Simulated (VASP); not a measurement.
# Ga2SeO6 (Fm-3m) in VASP: single point with PBE

Aim: the single point of Ga2SeO6 with PBE.

Everything below comes from runs of VASP 6.6.1. Logs are shortened: lines on timing, memory, paths and dates and some standing lists are left out, and cuts for length are marked.

### Step 1. The cell of the first run

It takes space group Fm-3m (No. 225, cubic). Conventional cell: a = 7.699 Å, b = 7.699 Å, c = 7.699 Å, α = 90.00°, β = 90.00°, γ = 90.00°. Ga (site symmetry -43m) has 6 O at 1.92 Å within 2.6 Å. Within 3.6 Å of Se (site symmetry m-3m) lie 12 O at 2.72 Å and 8 Ga at 3.33 Å. O (site symmetry mmm) has 2 Ga at 1.92 Å within 2.6 Å.

The cell was generated, and may not be a known phase.

### Step 2. Single point, PBE, collinear spin, ferromagnetic start

File INCAR:

```
SYSTEM = Ga2SeO6
ALGO = Normal
EDIFF = 1E-6
ENCUT = 520
GGA = PE
ISIF = 2
ISMEAR = 0
ISPIN = 2
LASPH = .True.
LCHARG = .False.
LORBIT = 11
LREAL = .False.
LWAVE = .False.
MAGMOM = 0 0 0 0.47 0.47 0.47 0.47 0.47 0.47
NBANDS = 48
NELM = 150
PREC = Accurate
SIGMA = 0.1
```

File KPOINTS:

```
k-points
0
Gamma
  8 8 8
  0 0 0
```

File POSCAR:

```
Ga2SeO6
1.0
    0.0000000000      3.8495217696      3.8495217696
    3.8495217696      0.0000000000      3.8495217696
    3.8495217696      3.8495217696      0.0000000000
Ga Se O
2 1 6
Direct
    0.7500000000      0.7500000000      0.7500000000
    0.2500000000      0.2500000000      0.2500000000
    0.5000000000      0.5000000000      0.5000000000
    0.0000000000      0.0000000000      0.5000000000
    0.5000000000      0.5000000000      0.0000000000
    0.0000000000      0.5000000000      0.0000000000
    0.5000000000      0.0000000000      0.0000000000
    0.5000000000      0.0000000000      0.5000000000
    0.0000000000      0.5000000000      0.5000000000
```

Potentials or basis: VASP PAW PBE potentials, release 64 (Ga_d, Se, O).

The run is started by

```bash
> cat potpaw_PBE.64/Ga_d/POTCAR potpaw_PBE.64/Se/POTCAR potpaw_PBE.64/O/POTCAR > POTCAR
> mpirun -np 1 vasp_std > vasp.out
```

OUTCAR:

```text
SYSTEM = Ga2SeO6
   EDIFF = 1E-6
   ENCUT = 520
   GGA = PE
   ISIF = 2
   ISMEAR = 0
   ISPIN = 2
   LASPH = .True.
   LORBIT = 11
   LREAL = .False.
   NELM = 150
   PREC = Accurate

 ion  position               nearest neighbor table
   1  0.750  0.750  0.750-   4 1.92   5 1.92   6 1.92   7 1.92   8 1.92   9 1.92
   2  0.250  0.250  0.250-   4 1.92   5 1.92   6 1.92   7 1.92   8 1.92   9 1.92
   3  0.500  0.500  0.500-
   4  0.000  0.000  0.500-   1 1.92   2 1.92
   5  0.500  0.500  0.000-   1 1.92   2 1.92
   6  0.000  0.500  0.000-   1 1.92   2 1.92
   7  0.500  0.000  0.000-   1 1.92   2 1.92
   8  0.500  0.000  0.500-   1 1.92   2 1.92
   9  0.000  0.500  0.500-   1 1.92   2 1.92

  LATTYP: Found a face centered cubic cell.
 ALAT       =     7.6990435392

  Lattice vectors:

 A1 = (   0.0000000000,   3.8495217696,   3.8495217696)
 A2 = (   3.8495217696,   0.0000000000,   3.8495217696)
 A3 = (   3.8495217696,   3.8495217696,   0.0000000000)

Analysis of symmetry for initial positions (statically):
=====================================================================
 Subroutine PRICEL returns:
 Original cell was already a primitive cell.

 Routine SETGRP: Setting up the symmetry group for a
 face centered cubic supercell.

 Subroutine GETGRP returns: Found 48 space group operations
 (whereof 48 operations were pure point group operations)
 out of a pool of 48 trial point group operations.

The static configuration has the point symmetry O_h .

Analysis of symmetry for dynamics (positions and initial velocities):
=====================================================================
 Subroutine PRICEL returns:
 Original cell was already a primitive cell.

 Routine SETGRP: Setting up the symmetry group for a
 face centered cubic supercell.

 Subroutine GETGRP returns: Found 48 space group operations
 (whereof 48 operations were pure point group operations)
 out of a pool of 48 trial point group operations.

The dynamic configuration has the point symmetry O_h .

Analysis of structural, dynamic, and magnetic symmetry:
=====================================================================
 Subroutine PRICEL returns:
 Original cell was already a primitive cell.

[... 162 lines left out ...]
  ---------------------------------------------------
  ext. energy  EPLUGINS =         0.00000000
  ---------------------------------------------------
  free energy    TOTEN  =       -41.28680460 eV

  energy without entropy =      -41.24985287  energy(sigma->0) =      -41.26832873

 E-fermi :   1.6419     XC(G=0): -10.2978

 val. band max:        1.6294896064   @ k =   0.5000   0.3750   0.1250
 cond. band min:       1.6447414813   @ k =   0.5000   0.3750   0.0000
 fundamental gap:      0.0152518749
 Fermi energy:         1.6418575871

 spin component 1

 k-point     1 :       0.0000    0.0000    0.0000
  band No.  band energies     occupation
      1     -17.1560      1.00000
      2     -15.4632      1.00000
      3     -15.4632      1.00000
      4     -15.4632      1.00000
      5     -15.4393      1.00000
      6     -15.4393      1.00000
[... 1165 lines left out ...]
     45      14.3718      0.00000
     46      14.3974      0.00000

 [... further k-points ...]

 spin component 2

 k-point     1 :       0.0000    0.0000    0.0000
  band No.  band energies     occupation
      1     -16.5531      1.00000
      2     -14.7797      1.00000
      3     -14.7797      1.00000
      4     -14.7167      1.00000
      5     -14.7167      1.00000
      6     -14.7167      1.00000
[... 1165 lines left out ...]
     45      14.4929      0.00000
     46      14.5561      0.00000

 [... further k-points ...]

 [bands above 46 left out]

------------------------ aborting loop because EDIFF is reached ----------------------------------------

  FORCE on cell =-STRESS in cart. coord.  units (eV):
  Direction    XX          YY          ZZ          XY          YZ          ZX
  --------------------------------------------------------------------------------------
  -------------------------------------------------------------------------------------
  Total        0.2859099      0.2859099      0.2859099      0.0000000      0.0000000     -0.0000000
  in kB        4.0150360      4.0150360      4.0150360      0.0000000      0.0000000     -0.0000000
  external PRESSURE =       4.0150360 kB  Pullay stress =       0.0000000 kB

 VOLUME and BASIS-vectors are now :
 -----------------------------------------------------------------------------
  energy-cutoff  :      520.00
  volume of cell :      114.09
      direct lattice vectors                 reciprocal lattice vectors
     0.000000000  3.849521770  3.849521770    -0.129886264  0.129886264  0.129886264
     3.849521770  0.000000000  3.849521770     0.129886264 -0.129886264  0.129886264
     3.849521770  3.849521770  0.000000000     0.129886264  0.129886264 -0.129886264

 POSITION                                       TOTAL-FORCE (eV/Angst)
 -----------------------------------------------------------------------------------
      5.77428      5.77428      5.77428        -0.000000     -0.000000      0.000000
      1.92476      1.92476      1.92476         0.000000      0.000000      0.000000
      3.84952      3.84952      3.84952        -0.000000     -0.000000     -0.000000
      1.92476      1.92476      0.00000        -0.000000     -0.000000     -0.000000
      1.92476      1.92476      3.84952        -0.000000     -0.000000     -0.000000
      1.92476      0.00000      1.92476        -0.000000     -0.000000     -0.000000
      0.00000      1.92476      1.92476        -0.000000     -0.000000     -0.000000
      1.92476      3.84952      1.92476        -0.000000     -0.000000     -0.000000
      3.84952      1.92476      1.92476        -0.000000     -0.000000     -0.000000
 -----------------------------------------------------------------------------------
    total drift:                               -0.000000     -0.000000      0.000000

  FREE ENERGIE OF THE ION-ELECTRON SYSTEM (eV)
  ---------------------------------------------------
  free  energy   TOTEN  =       -41.2868046030 eV

  energy  without entropy=      -41.2498528656  energy(sigma->0) =      -41.26832873

 total charge

# of ion       s       p       d       tot
------------------------------------------
    1        0.650   0.793  10.338  11.781
    2        0.650   0.793  10.338  11.781
    3        1.580   1.653   0.043   3.276
    4        1.589   3.303   0.000   4.892
    5        1.589   3.303   0.000   4.892
    6        1.589   3.303   0.000   4.892
    7        1.589   3.303   0.000   4.892
    8        1.589   3.303   0.000   4.892
    9        1.589   3.303   0.000   4.892
--------------------------------------------------
tot         12.414  23.056  20.719  56.189

 magnetization (x)

# of ion       s       p       d       tot
------------------------------------------
    1       -0.012  -0.018   0.001  -0.028
    2       -0.012  -0.018   0.001  -0.028
    3       -0.000  -0.022  -0.002  -0.023
    4        0.005   0.405   0.000   0.410
    5        0.005   0.405   0.000   0.410
    6        0.005   0.405   0.000   0.410
    7        0.005   0.405   0.000   0.410
    8        0.005   0.405   0.000   0.410
    9        0.005   0.405   0.000   0.410
--------------------------------------------------
tot          0.008   2.373   0.001   2.383
```

It took 7.2 min on 1 thread of Intel Xeon 8259CL, shared host; peak memory 0.44 GiB.

Results:

- Free energy: -41.2868 eV
- Pressure: 0.4 GPa
- Net moment: 2.86 μB per cell
- Site moments: Ga -0.03; Se -0.02; O +0.41 μB
- Valence electrons inside the program's atomic spheres: Ga 11.78; Se 3.28; O 4.89
